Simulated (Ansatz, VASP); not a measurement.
## One calculation of B, two programs

```
B
1.0
     1.44562    0.83463    2.78376
    -1.44562    0.83463    2.78376
     0.00000   -1.66925    2.78376
B
3
Cartesian
  0.0000 0.0000 0.0000
  0.0000 0.0000 1.6458
  0.0000 0.0000 6.7054
```

Alike in both runs: task relaxation of cell and atoms; functional PBE; k mesh 9 × 9 × 9; occupations gaussian, width 0.1 eV; no spin polarisation.

|  | VASP | Ansatz |
| --- | --- | --- |
| version | VASP 6.6.1 | Ansatz 0.2.0 |
| potentials or method | VASP PAW PBE potentials, release 64 (B), cutoff 600 eV | scalar-relativistic, plane waves, PAW |
| valence electrons in the cell | 9 | 9 |

```tsv
	VASP	Ansatz	Ansatz less VASP
gap on the k mesh at the Fermi level, each at its own relaxed structure (eV)	none	none	-
relaxed volume (Å³/atom)	6.72	6.72	0.000
relaxed cell length with the largest relative difference (Å)	3.246	3.246	0.0000
```

A gap of «none» marks a metal or a gap that the smearing closes.

Noted on VASP's run: the relaxation stopped at its first step, so nothing moved.
